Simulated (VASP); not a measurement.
Write the native input for VASP 6.6.1 that does the following.

```
Task                   : relaxation of cell and atoms
Functional             : r2SCAN
Potentials or basis    : VASP PAW PBE potentials, release 64 (Si, C)
Cutoff                 : 600 eV
k mesh                 : 10 × 10 × 10
Occupations            : gaussian, width 0.02 eV
Spin                   : no spin polarisation
Dipole correction      : no
Further INCAR settings : ALGO = Normal; EDIFF = 1e-06; IBRION = 2; EDIFFG = -0.005; NSW = 100; ISIF = 3
```

Crystal: SiC.

```xyz
2
Lattice="0.0000 2.1790 2.1790 2.1790 0.0000 2.1790 2.1790 2.1790 0.0000" Properties=species:S:1:pos:R:3 pbc="T T T"
Si    0.0000    0.0000    0.0000
C     1.0895    1.0895    1.0895
```

These files were run (other wordings do the same):

POSCAR

```
SiC
1.0
    0.0000000000      2.1790000000      2.1790000000
    2.1790000000      0.0000000000      2.1790000000
    2.1790000000      2.1790000000      0.0000000000
Si C
1 1
Direct
    0.0000000000      0.0000000000      0.0000000000
    0.2500000000      0.2500000000      0.2500000000
```

INCAR.step1

```
SYSTEM = SiC
PREC = Accurate ; ENCUT = 600
ISMEAR = 0 ; SIGMA = 0.02
LREAL = .FALSE. ; LASPH = .TRUE.
NELM = 100 ; GGA = PE
ALGO = Normal ; EDIFF = 1E-4
LWAVE = .TRUE. ; LCHARG = .FALSE.
```

INCAR.step2

```
SYSTEM = SiC
PREC = Accurate ; ENCUT = 600
EDIFF = 1E-6 ; ISMEAR = 0
SIGMA = 0.02 ; LREAL = .FALSE.
LASPH = .TRUE. ; NELM = 100
ALGO = Normal ; ISIF = 3
LWAVE = .FALSE. ; LCHARG = .FALSE.
METAGGA = R2SCAN ; LMIXTAU = .TRUE.
IBRION = 2 ; NSW = 100
EDIFFG = -0.005 ; ISTART = 1
```

KPOINTS

```
regular mesh
0
G
  10 10 10
  0 0 0
```

Potentials or basis: VASP PAW PBE potentials, release 64 (Si, C).

Run with:

```sh
$ cat potpaw_PBE.64/Si/POTCAR potpaw_PBE.64/C/POTCAR > POTCAR
$ cp INCAR.step1 INCAR
$ mpirun -np 1 vasp_std > vasp.out
$ cp INCAR.step2 INCAR
$ mpirun -np 1 vasp_std > vasp.out
```

Results of the run:

```json
{
 "Relaxed volume": "10.32 Å³/atom",
 "Relaxed cell": "a = 3.079 Å, b = 3.079 Å, c = 3.079 Å, α = 60.00°, β = 60.00°, γ = 60.00°",
 "Space group after relaxing (to 0.05 Å)": "F-43m (No. 216)",
 "Energy gained by relaxing": "0.1 meV/atom",
 "Ionic steps": "3",
 "Pressure after relaxing": "0.0 GPa",
 "Band gap on the k mesh": "1.72 eV, indirect (least direct gap 5.06 eV)"
}
```

Caveat: the PAW data sets were made with another functional, which shifts forces and pressure a little.

It took 66 s on 1 thread of AMD EPYC 9R45 96-Core Processor (Zen 5) (shared host), peak memory 0.13 GiB.
